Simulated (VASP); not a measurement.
A run of VASP 6.6.1 is set up as follows.

The input INCAR:

```
PREC = Accurate
ENCUT = 520
EDIFF = 1E-6
ISMEAR = 0
SIGMA = 0.1
LREAL = False
LASPH = True
NELM = 60
ALGO = Normal
ISIF = 2
LWAVE = False
LCHARG = False
GGA = PE
NBANDS = 72
```

The input KPOINTS:

```
Automatic mesh
0
Gamma
  4 4 1
```

POSCAR

```
SnPb2O3
1.0
    3.9906804622      0.0000000000      0.0000000000
    0.0000000000      3.9906804622      0.0000000000
    0.0000000000      0.0000000000     16.1696033734
Sn Pb O
2 4 6
Direct
    0.0000000000      0.5000000000      0.7412593846
    0.5000000000      0.0000000000      0.2587406154
    0.0000000000      0.5000000000      0.0750356828
    0.0000000000      0.5000000000      0.4032657237
    0.5000000000      0.0000000000      0.9249643172
    0.5000000000      0.0000000000      0.5967342763
    0.0000000000      0.0000000000      0.6722717007
    0.0000000000      0.0000000000      0.0000000000
    0.0000000000      0.0000000000      0.3277282993
    0.5000000000      0.5000000000      0.6722717007
    0.5000000000      0.5000000000      0.0000000000
    0.5000000000      0.5000000000      0.3277282993
```

Potentials or basis: VASP PAW PBE potentials, release 64 (Sn_d, Pb_d, O).

Run with:

```bash
$ cat potpaw_PBE.64/Sn_d/POTCAR potpaw_PBE.64/Pb_d/POTCAR potpaw_PBE.64/O/POTCAR > POTCAR
$ mpirun -np 1 vasp_std > vasp.out
```

(1) Predict the band gap on the k mesh.

(2) What does it give for the pressure?

(3) Predict the largest force.

Answers

(1) 1.08 eV (least direct gap 1.15 eV).

(2) 0.1 GPa.

(3) 0.036 eV/Å.

Caveat: spin-orbit coupling is left out, which moves the levels of the heavy elements.
